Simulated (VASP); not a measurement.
Here is a VASP 6.6.1 calculation.

POSCAR

```
BaHfO3
1.0
    4.0517470077      0.0000000000      0.0000000000
    0.0000000000      4.0517470077      0.0000000000
    0.0000000000      0.0000000000      4.2469267410
Ba Hf O
1 1 3
Direct
    0.0000000000      0.0000000000      0.0000000000
    0.5000000000      0.5000000000      0.5000000000
    0.5000000000      0.5000000000      0.0000000000
    0.5000000000      0.0000000000      0.5000000000
    0.0000000000      0.5000000000      0.5000000000
```

Contents of INCAR.step1:

```
PREC     = Accurate       # precision mode
ENCUT    = 520            # plane-wave cutoff, eV
ISMEAR   = 0              # smearing method
SIGMA    = 0.01           # smearing width, eV
LREAL    = F              # projectors in reciprocal space
LASPH    = T              # aspherical terms in the spheres
NELM     = 150            # most SCF steps
MAGMOM   = 0 0 0 0 0 0 0 0 0 0 0 0 0 0 0 # initial moments
LSORBIT  = T              # spin-orbit coupling
GGA_COMPAT= F            
LMAXMIX  = 4              # l up to which the mixer works
NBANDS   = 53             # bands
GGA      = PE             # functional
ALGO     = Normal         # electronic algorithm
EDIFF    = 1E-4           # SCF threshold, eV
LWAVE    = T              # write WAVECAR
LCHARG   = F              # write CHGCAR
```

INCAR.step2

```
PREC     = Accurate       # precision mode
ENCUT    = 520            # plane-wave cutoff, eV
EDIFF    = 1E-6           # SCF threshold, eV
ISMEAR   = 0              # smearing method
SIGMA    = 0.01           # smearing width, eV
LREAL    = F              # projectors in reciprocal space
LASPH    = T              # aspherical terms in the spheres
NELM     = 150            # most SCF steps
ALGO     = Normal         # electronic algorithm
ISIF     = 2              # what is computed and relaxed
LWAVE    = F              # write WAVECAR
LCHARG   = F              # write CHGCAR
MAGMOM   = 0 0 0 0 0 0 0 0 0 0 0 0 0 0 0 # initial moments
LORBIT   = 11             # projections on sites
LSORBIT  = T              # spin-orbit coupling
GGA_COMPAT= F            
LORBMOM  = T            
LMAXMIX  = 4              # l up to which the mixer works
METAGGA  = R2SCAN         # meta-GGA
LMIXTAU  = T            
NBANDS   = 53             # bands
ISTART   = 1
```

The input KPOINTS:

```
Automatic mesh
0
Gamma
  6 6 6
```

Potentials or basis: VASP PAW PBE potentials, release 64 (Ba_sv, Hf_pv, O).

Command:

```bash
$ cat potpaw_PBE.64/Ba_sv/POTCAR potpaw_PBE.64/Hf_pv/POTCAR potpaw_PBE.64/O/POTCAR > POTCAR
$ cp INCAR.step1 INCAR
$ mpirun -np 1 vasp_ncl > vasp.out
$ cp INCAR.step2 INCAR
$ mpirun -np 1 vasp_ncl > vasp.out
```

Estimate the net moment.

0.00 μB per cell.

Predict the pressure.

8.5 GPa.

Stress tensor (GPa, compression positive):
```
12.98  0.00  0.00
 0.00 12.98  0.00
 0.00  0.00 -0.43
```

Caveat: the cell differs from its parent crystal (epitaxial xy strain -3.0%); the cell stands under pressure; the PAW data sets were made with another functional, which shifts forces and pressure a little.
